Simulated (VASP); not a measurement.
# CdSe (F-43m) in VASP: notebook

Aim: see how the results for CdSe move with the level of theory and the settings. Levels: r2SCAN50, PBE. Tasks: single point.

Everything below comes from runs of VASP 6.6.1. Logs are shortened: lines on timing, memory, paths and dates and some standing lists are left out, and cuts for length are marked.

### 1 The cell of the first run

Symmetry: F-43m, No. 216, cubic system. The conventional cell has a = 6.015 Å, b = 6.015 Å, c = 6.015 Å, α = 90.00°, β = 90.00°, γ = 90.00°. Cd (site symmetry -43m) has 4 Se at 2.60 Å within 3.4 Å. Se (site symmetry -43m) has 4 Cd at 2.60 Å within 3.4 Å.

### 2 Single point, r2SCAN50

Input file POSCAR:

```
CdSe
1.0
    0.0000000000      3.0075950161      3.0075950161
    3.0075950161      0.0000000000      3.0075950161
    3.0075950161      3.0075950161      0.0000000000
Cd Se
1 1
Direct
    0.0000000000      0.0000000000      0.0000000000
    0.2500000000      0.2500000000      0.2500000000
```

Input file INCAR.step1:

```
SYSTEM = CdSe
PREC = Accurate ; ENCUT = 520
EDIFF = 1E-5 ; ISMEAR = -1
SIGMA = 0.05 ; LREAL = .FALSE.
LASPH = .TRUE. ; NELM = 60
ALGO = Normal ; ISIF = 2
LWAVE = .TRUE. ; LCHARG = .FALSE.
GGA = PE ; NBANDS = 16
```

Input file INCAR.step2:

```
SYSTEM = CdSe
PREC = Accurate ; ENCUT = 520
EDIFF = 1E-6 ; ISMEAR = -1
SIGMA = 0.05 ; LREAL = .FALSE.
LASPH = .TRUE. ; NELM = 60
ALGO = Normal ; ISIF = 2
LWAVE = .FALSE. ; LCHARG = .FALSE.
METAGGA = R2SCAN ; LHFCALC = .TRUE.
AEXX = 0.5 ; LMIXTAU = .TRUE.
PRECFOCK = Normal ; ISTART = 1
NBANDS = 16
```

Input file KPOINTS:

```
regular mesh
0
G
  4 4 4
  0 0 0
```

Potentials or basis: VASP PAW PBE potentials, release 64 (Cd, Se).

Run with:

```sh
> cat potpaw_PBE.64/Cd/POTCAR potpaw_PBE.64/Se/POTCAR > POTCAR
> cp INCAR.step1 INCAR
> mpirun -np 1 vasp_std > vasp.out
> cp INCAR.step2 INCAR
> mpirun -np 1 vasp_std > vasp.out
```

OUTCAR:

```text
SYSTEM = CdSe
   PREC = Accurate
   ENCUT = 520
   EDIFF = 1E-6
   ISMEAR = -1
   LREAL = .FALSE.
   LASPH = .TRUE.
   NELM = 60
   ISIF = 2
   METAGGA = R2SCAN
   LHFCALC = .TRUE.
   AEXX = 0.5
   PRECFOCK = Normal
   ISTART = 1

 ion  position               nearest neighbor table
   1  0.000  0.000  0.000-   2 2.60   2 2.60   2 2.60   2 2.60
   2  0.250  0.250  0.250-   1 2.60   1 2.60   1 2.60   1 2.60

  LATTYP: Found a face centered cubic cell.
 ALAT       =     6.0151900322

  Lattice vectors:

 A1 = (   0.0000000000,   3.0075950161,   3.0075950161)
 A2 = (   3.0075950161,   0.0000000000,   3.0075950161)
 A3 = (   3.0075950161,   3.0075950161,   0.0000000000)

Analysis of symmetry for initial positions (statically):
=====================================================================
 Subroutine PRICEL returns:
 Original cell was already a primitive cell.

 Routine SETGRP: Setting up the symmetry group for a
 face centered cubic supercell.

 Subroutine GETGRP returns: Found 24 space group operations
 (whereof 24 operations were pure point group operations)
 out of a pool of 48 trial point group operations.

The static configuration has the point symmetry T_d .

Analysis of symmetry for dynamics (positions and initial velocities):
=====================================================================
 Subroutine PRICEL returns:
 Original cell was already a primitive cell.

 Routine SETGRP: Setting up the symmetry group for a
 face centered cubic supercell.

 Subroutine GETGRP returns: Found 24 space group operations
 (whereof 24 operations were pure point group operations)
 out of a pool of 48 trial point group operations.

The dynamic configuration has the point symmetry T_d .

 Subroutine INISYM returns: Found 24 space group operations
 (whereof 24 operations are pure point group operations),
 and found     1 'primitive' translations

----------------------------------------------------------------------------------------

                                     Primitive cell

  volume of cell :      54.4112

  direct lattice vectors                    reciprocal lattice vectors
     0.000000000  3.007595016  3.007595016    -0.166245787  0.166245787  0.166245787
     3.007595016  0.000000000  3.007595016     0.166245787 -0.166245787  0.166245787
     3.007595016  3.007595016  0.000000000     0.166245787  0.166245787 -0.166245787

  length of vectors
     4.253381662  4.253381662  4.253381662     0.287946149  0.287946149  0.287946149

[... 70 lines left out ...]
   ISYM   =      3    0-nonsym 1-usesym 2-fastsym
   POTIM  = 0.5000    time-step for ionic-motion
   TEBEG  =    0.0;   TEEND  =   0.0 temperature during run
   PSTRESS=    0.0 pullay stress
   NELECT =      18.0000    total number of electrons
   NUPDOWN=      -1.0000    fix difference up-down
   EMIN   =  10.00;   EMAX   =-10.00  energy-range for DOS
   EFERMI =   0.00;   METHOD = LEGACY
   ISMEAR =    -1;   SIGMA  =   0.05  broadening in eV -4-tet -1-fermi 0-gaus
   EFERMI_NEDOS =   21; number of points for ismear=-14 and -15
   IALGO  =     38    algorithm
   IMIX   =      1    mixing-type and parameters
     AMIX     =   0.40;   BMIX     =  1.00
     AMIX_MAG =   1.60;   BMIX_MAG =  1.00
  volume/ion in A,a.u.               =      27.21       183.59
  Fermi-wavevector in a.u.,A,eV,Ry     =   1.132234  2.139613 17.442050  1.281955
  Thomas-Fermi vector in A             =   2.268935
   LORBIT       =      0    0 simple, 1 ext, 2 COOP (PROOUT), +10 PAW based schemes
   METAGGA = R2SCAN    functional components
   LHFCALC =     T    Hartree Fock is set to
   PRECFOCK=normal    Normal, Fast or Accurate (Low or Medium for compatibility)
   ENCUT4O =  -1.0   cutoff for four orbital integrals eV
   NKREDX  =     1    reduce k-point grid by
   NKREDY  =     1    reduce k-point grid by
   NKREDZ  =     1    reduce k-point grid by
   AEXX    =    0.5000 exact exchange contribution
   HFSCREEN=    0.0000 screening length (either q_TF or 0.3 A-1)
   HFSCREENC=   0.0000 screening length for correlation (either q_TF or 0.3 A-1)
   ENCUTFOCK=  -1.0 apply spherical cutoff to Coloumb kernel
   IVDW    =     0    specifies the selected vdW correction
   LEPSILON=     F    determine dielectric tensor
   LRPA    =     F    only Hartree local field effects (RPA)
 non-spin polarized calculation
  energy-cutoff  :      520.00
  volume of cell :       54.41
 maximum number of plane-waves:      1476
  NGX = 24; NGY = 24; NGZ = 24

 number of electron      17.9999992 magnetization

 Free energy of the ion-electron system (eV)
  ---------------------------------------------------
  ext. energy  EPLUGINS =         0.00000000
  ---------------------------------------------------
  free energy    TOTEN  =       -25.04711862 eV

  energy without entropy =      -25.04711862  energy(sigma->0) =      -25.04711862

 E-fermi :   0.1819     XC(G=0):  -5.4082

 val. band max:       -0.8638441199   @ k =   0.0000   0.0000   0.0000
 cond. band min:       3.2979914403   @ k =   0.0000   0.0000   0.0000
 fundamental gap:      4.1618355602
 Fermi energy:         0.1819067350

 k-point     1 :       0.0000    0.0000    0.0000
  band No.  band energies     occupation
      1     -16.0970      2.00000
      2     -11.4871      2.00000
      3     -11.4871      2.00000
      4     -11.4871      2.00000
      5     -11.0629      2.00000
      6     -11.0629      2.00000
[... 129 lines left out ...]
      3     -11.2719      2.00000
      4     -11.1094      2.00000
      5     -11.0587      2.00000
      6     -10.3974      2.00000
[... 8 lines left out ...]
     15      16.0466      0.00000
     16      16.8777      0.00000

------------------------ aborting loop because EDIFF is reached ----------------------------------------

  FORCE on cell =-STRESS in cart. coord.  units (eV):
  Direction    XX          YY          ZZ          XY          YZ          ZX
  --------------------------------------------------------------------------------------
  -------------------------------------------------------------------------------------
  Total        0.8014145      0.8014145      0.8014145     -0.0000000     -0.0000000      0.0000000
  in kB       23.5982450     23.5982450     23.5982450     -0.0000000     -0.0000000      0.0000000
  external PRESSURE =      23.5982450 kB  Pullay stress =       0.0000000 kB

 VOLUME and BASIS-vectors are now :
 -----------------------------------------------------------------------------
  energy-cutoff  :      520.00
  volume of cell :       54.41
      direct lattice vectors                 reciprocal lattice vectors
     0.000000000  3.007595016  3.007595016    -0.166245787  0.166245787  0.166245787
     3.007595016  0.000000000  3.007595016     0.166245787 -0.166245787  0.166245787
     3.007595016  3.007595016  0.000000000     0.166245787  0.166245787 -0.166245787

 POSITION                                       TOTAL-FORCE (eV/Angst)
 -----------------------------------------------------------------------------------
      0.00000      0.00000      0.00000        -0.000000      0.000000      0.000000
      1.50380      1.50380      1.50380         0.000000     -0.000000     -0.000000
 -----------------------------------------------------------------------------------
    total drift:                                0.000034      0.000036      0.000016

  FREE ENERGIE OF THE ION-ELECTRON SYSTEM (eV)
  ---------------------------------------------------
  free  energy   TOTEN  =       -25.0471186247 eV

  energy  without entropy=      -25.0471186247  energy(sigma->0) =      -25.04711862
```

OUTCAR.step1:

```text
SYSTEM = CdSe
   PREC = Accurate
   ENCUT = 520
   EDIFF = 1E-5
   ISMEAR = -1
   LREAL = .FALSE.
[... 354 lines left out ...]
      0.00000      0.00000      0.00000         0.000000      0.000000      0.000000
      1.50380      1.50380      1.50380        -0.000000     -0.000000     -0.000000
 -----------------------------------------------------------------------------------
    total drift:                               -0.000000     -0.000000     -0.000000

  FREE ENERGIE OF THE ION-ELECTRON SYSTEM (eV)
  ---------------------------------------------------
  free  energy   TOTEN  =        -5.3670368162 eV

  energy  without entropy=       -5.3669828302  energy(sigma->0) =       -5.36700982
```

OSZICAR.step1:

```text
N       E                     dE             d eps       ncg     rms          rms(c)
DAV:   1     0.110454111364E+03    0.11045E+03   -0.90288E+03   256   0.101E+03
DAV:   2    -0.208023743160E+01   -0.11253E+03   -0.10678E+03   312   0.253E+02
DAV:   3    -0.574242463246E+01   -0.36622E+01   -0.36585E+01   336   0.486E+01
DAV:   4    -0.575548716438E+01   -0.13063E-01   -0.13062E-01   296   0.292E+00
DAV:   5    -0.575557696620E+01   -0.89802E-04   -0.89802E-04   352   0.206E-01    0.676E+00
DAV:   6    -0.539086116358E+01    0.36472E+00   -0.53714E-01   352   0.912E+00    0.528E+00
DAV:   7    -0.536550419932E+01    0.25357E-01   -0.16394E-01   296   0.270E+00    0.221E+00
DAV:   8    -0.536671185999E+01   -0.12077E-02   -0.16266E-02   312   0.157E+00    0.264E-01
DAV:   9    -0.536690358058E+01   -0.19172E-03   -0.16170E-03   304   0.535E-01    0.527E-02
DAV:  10    -0.536698603280E+01   -0.82452E-04   -0.18214E-04   328   0.171E-01    0.442E-02
DAV:  11    -0.536703675500E+01   -0.50722E-04   -0.81789E-05   312   0.562E-02    0.135E-02
DAV:  12    -0.536703681617E+01   -0.61171E-07   -0.21786E-06   240   0.200E-02
   1 F= -.53670368E+01 E0= -.53670098E+01  d E =-.539860E-04
```

Run time: 5 min. Hardware: 1 thread of Intel Xeon 6975P-C (Granite Rapids), shared host; peak memory 0.19 GiB.

Results:

```yaml
Free_energy: -25.0471 eV
Pressure: 2.4 GPa
Band_gap_on_the_k_mesh: 4.16 eV
```

Levels at points of the mesh, in eV from the valence-band top:
```tsv
k point	band 6	band 7	band 8	band 9	band 10	band 11	band 12	band 13
(0.00, 0.00, 0.00)	-10.20	0.00	0.00	0.00	4.16	9.73	9.73	9.73
(0.50, 0.00, 0.00)	-9.79	-5.27	-0.91	-0.91	6.04	10.16	10.16	11.20
(0.50, 0.50, 0.00)	-9.67	-4.84	-2.27	-2.27	6.22	7.36	13.46	14.94
```

Caveat: the k points lie up to 0.45 Å⁻¹ apart; the PAW data sets were made with another functional, which shifts forces and pressure a little.

### 3 Single point, r2SCAN50

This run uses another cell than the first one, of 27.78 Å³/atom.

Input file POSCAR:

```
CdSe
1.0
    0.0000000000      3.0287759606      3.0287759606
    3.0287759606      0.0000000000      3.0287759606
    3.0287759606      3.0287759606      0.0000000000
Cd Se
1 1
Direct
    0.0000000000      0.0000000000      0.0000000000
    0.2500000000      0.2500000000      0.2500000000
```

Input file INCAR.step1:

```
  ALGO = Normal
  EDIFF = 1E-5
  ENCUT = 520
  GGA = PE
  ISIF = 2
  ISMEAR = -1
  LASPH = True
  LCHARG = False
  LREAL = False
  LWAVE = True
  NBANDS = 16
  NELM = 80
  PREC = Accurate
  SIGMA = 0.05
```

Input file INCAR.step2:

```
  AEXX = 0.5
  ALGO = Normal
  EDIFF = 1E-7
  ENCUT = 520
  ISIF = 2
  ISMEAR = -1
  ISTART = 1
  LASPH = True
  LCHARG = False
  LHFCALC = True
  LMIXTAU = True
  LREAL = False
  LWAVE = False
  METAGGA = R2SCAN
  NBANDS = 16
  NELM = 80
  PREC = Accurate
  PRECFOCK = Normal
  SIGMA = 0.05
```

Input file KPOINTS:

```
k-points
0
Gamma
  4 4 4
```

Potentials or basis: VASP PAW PBE potentials, release 64 (Cd, Se).

Run with:

```sh
> cat potpaw_PBE.64/Cd/POTCAR potpaw_PBE.64/Se/POTCAR > POTCAR
> cp INCAR.step1 INCAR
> mpirun -np 1 vasp_std > vasp.out
> cp INCAR.step2 INCAR
> mpirun -np 1 vasp_std > vasp.out
```

It took 6.3 min on 1 thread of Intel Xeon 6975P-C (Granite Rapids), shared host; peak memory 0.19 GiB.

It converged, with:

| Item | Value |
| --- | --- |
| Free energy | -25.0593 eV |
| Pressure | 1.0 GPa |
| Band gap on the k mesh | 4.10 eV |

Levels at points of the mesh, in eV from the valence-band top:
```
           k point  band 5  band 6  band 7  band 8  band 9  band 10  band 11  band 12  band 13  band 14
(0.00, 0.00, 0.00)  -10.16  -10.16    0.00    0.00    0.00     4.10     9.72     9.72     9.72    13.90
(0.50, 0.00, 0.00)  -10.14   -9.77   -5.12   -0.88   -0.88     6.00    10.15    10.15    11.13    14.07
(0.50, 0.50, 0.00)  -10.11   -9.66   -4.73   -2.18   -2.18     6.25     7.34    13.32    14.79    14.79
```

Caveat: the k points lie up to 0.45 Å⁻¹ apart; the PAW data sets were made with another functional, which shifts forces and pressure a little.

### 4 Single point, r2SCAN50

This run uses another cell than the first one, of 28.36 Å³/atom.

Input file POSCAR:

```
CdSe
1.0
    0.0000000000      3.0496647307      3.0496647307
    3.0496647307      0.0000000000      3.0496647307
    3.0496647307      3.0496647307      0.0000000000
Cd Se
1 1
Direct
    0.0000000000      0.0000000000      0.0000000000
    0.2500000000      0.2500000000      0.2500000000
```

Input file INCAR.step1:

```
ALGO = Normal ; EDIFF = 1E-5
ENCUT = 520 ; GGA = PE
ISIF = 2 ; ISMEAR = -1
LASPH = T ; LCHARG = F
LREAL = F ; LWAVE = T
NBANDS = 16 ; NELM = 80
PREC = Accurate ; SIGMA = 0.05
```

Input file INCAR.step2:

```
AEXX = 0.5 ; ALGO = Normal
EDIFF = 1E-6 ; ENCUT = 520
ISIF = 2 ; ISMEAR = -1
ISTART = 1 ; LASPH = T
LCHARG = F ; LHFCALC = T
LMIXTAU = T ; LREAL = F
LWAVE = F ; METAGGA = R2SCAN
NBANDS = 16 ; NELM = 80
PREC = Accurate ; PRECFOCK = Normal
SIGMA = 0.05
```

KPOINTS is that of step 3.

Potentials or basis: VASP PAW PBE potentials, release 64 (Cd, Se).

Run with:

```sh
> cat potpaw_PBE.64/Cd/POTCAR potpaw_PBE.64/Se/POTCAR > POTCAR
> cp INCAR.step1 INCAR
> mpirun -np 1 vasp_std > vasp.out
> cp INCAR.step2 INCAR
> mpirun -np 1 vasp_std > vasp.out
```

OUTCAR:

```text
AEXX = 0.5
   EDIFF = 1E-6
   ENCUT = 520
   ISIF = 2
   ISMEAR = -1
   ISTART = 1
   LASPH = T
   LHFCALC = T
   LREAL = F
   METAGGA = R2SCAN
   NELM = 80
   PREC = Accurate
   PRECFOCK = Normal

 ion  position               nearest neighbor table
   1  0.000  0.000  0.000-   2 2.64   2 2.64   2 2.64   2 2.64
   2  0.250  0.250  0.250-   1 2.64   1 2.64   1 2.64   1 2.64

  LATTYP: Found a face centered cubic cell.
 ALAT       =     6.0993294614

  Lattice vectors:

 A1 = (   0.0000000000,   3.0496647307,   3.0496647307)
 A2 = (   3.0496647307,   0.0000000000,   3.0496647307)
 A3 = (   3.0496647307,   3.0496647307,   0.0000000000)

Analysis of symmetry for initial positions (statically):
=====================================================================
 Subroutine PRICEL returns:
 Original cell was already a primitive cell.

 Routine SETGRP: Setting up the symmetry group for a
 face centered cubic supercell.

 Subroutine GETGRP returns: Found 24 space group operations
 (whereof 24 operations were pure point group operations)
 out of a pool of 48 trial point group operations.

The static configuration has the point symmetry T_d .

Analysis of symmetry for dynamics (positions and initial velocities):
=====================================================================
 Subroutine PRICEL returns:
 Original cell was already a primitive cell.

 Routine SETGRP: Setting up the symmetry group for a
 face centered cubic supercell.

 Subroutine GETGRP returns: Found 24 space group operations
 (whereof 24 operations were pure point group operations)
 out of a pool of 48 trial point group operations.

The dynamic configuration has the point symmetry T_d .

 Subroutine INISYM returns: Found 24 space group operations
 (whereof 24 operations are pure point group operations),
 and found     1 'primitive' translations

[... 100 lines left out ...]
  Thomas-Fermi vector in A             =   2.253231
   LORBIT       =      0    0 simple, 1 ext, 2 COOP (PROOUT), +10 PAW based schemes
   METAGGA = R2SCAN    functional components
   LHFCALC =     T    Hartree Fock is set to
   PRECFOCK=normal    Normal, Fast or Accurate (Low or Medium for compatibility)
   ENCUT4O =  -1.0   cutoff for four orbital integrals eV
   NKREDX  =     1    reduce k-point grid by
   NKREDY  =     1    reduce k-point grid by
   NKREDZ  =     1    reduce k-point grid by
   AEXX    =    0.5000 exact exchange contribution
   HFSCREEN=    0.0000 screening length (either q_TF or 0.3 A-1)
   HFSCREENC=   0.0000 screening length for correlation (either q_TF or 0.3 A-1)
   ENCUTFOCK=  -1.0 apply spherical cutoff to Coloumb kernel
   IVDW    =     0    specifies the selected vdW correction
   LEPSILON=     F    determine dielectric tensor
   LRPA    =     F    only Hartree local field effects (RPA)
 non-spin polarized calculation
  energy-cutoff  :      520.00
  volume of cell :       56.73
 maximum number of plane-waves:      1540
  NGX = 28; NGY = 28; NGZ = 28

 number of electron      18.0000005 magnetization

 Free energy of the ion-electron system (eV)
  ---------------------------------------------------
  ext. energy  EPLUGINS =         0.00000000
  ---------------------------------------------------
  free energy    TOTEN  =       -25.06198563 eV

  energy without entropy =      -25.06198563  energy(sigma->0) =      -25.06198563

 E-fermi :  -0.1077     XC(G=0):  -5.3023

 val. band max:       -1.1900284022   @ k =   0.0000   0.0000   0.0000
 cond. band min:       2.8457311442   @ k =   0.0000   0.0000   0.0000
 fundamental gap:      4.0357595464
 Fermi energy:        -0.1076946015

 k-point     1 :       0.0000    0.0000    0.0000
  band No.  band energies     occupation
      1     -16.1520      2.00000
      2     -11.6983      2.00000
      3     -11.6983      2.00000
      4     -11.6983      2.00000
      5     -11.3221      2.00000
      6     -11.3221      2.00000
[... 129 lines left out ...]
      3     -11.5050      2.00000
      4     -11.3631      2.00000
      5     -11.3170      2.00000
      6     -10.7230      2.00000
[... 8 lines left out ...]
     15      15.4898      0.00000
     16      16.2652      0.00000

------------------------ aborting loop because EDIFF is reached ----------------------------------------

  FORCE on cell =-STRESS in cart. coord.  units (eV):
  Direction    XX          YY          ZZ          XY          YZ          ZX
  --------------------------------------------------------------------------------------
  -------------------------------------------------------------------------------------
  Total       -0.0867513     -0.0867513     -0.0867513     -0.0000000      0.0000000     -0.0000000
  in kB       -2.4501939     -2.4501939     -2.4501939     -0.0000000      0.0000000     -0.0000000
  external PRESSURE =      -2.4501939 kB  Pullay stress =       0.0000000 kB

 VOLUME and BASIS-vectors are now :
 -----------------------------------------------------------------------------
  energy-cutoff  :      520.00
  volume of cell :       56.73
      direct lattice vectors                 reciprocal lattice vectors
     0.000000000  3.049664731  3.049664731    -0.163952449  0.163952449  0.163952449
     3.049664731  0.000000000  3.049664731     0.163952449 -0.163952449  0.163952449
     3.049664731  3.049664731  0.000000000     0.163952449  0.163952449 -0.163952449

 POSITION                                       TOTAL-FORCE (eV/Angst)
 -----------------------------------------------------------------------------------
      0.00000      0.00000      0.00000        -0.000000     -0.000000     -0.000000
      1.52483      1.52483      1.52483         0.000000      0.000000      0.000000
 -----------------------------------------------------------------------------------
    total drift:                                0.000017      0.000031      0.000013

  FREE ENERGIE OF THE ION-ELECTRON SYSTEM (eV)
  ---------------------------------------------------
  free  energy   TOTEN  =       -25.0619856291 eV

  energy  without entropy=      -25.0619856290  energy(sigma->0) =      -25.06198563
```

Wall time 11 min (1 thread of Intel Xeon 6975P-C (Granite Rapids), shared host); peak memory 0.2 GiB.

What came out:

```
Free energy            : -25.0620 eV
Pressure               : -0.2 GPa
Band gap on the k mesh : 4.04 eV
```

Caveat: the k points lie up to 0.45 Å⁻¹ apart; the PAW data sets were made with another functional, which shifts forces and pressure a little.

[end of part 1 of 2]
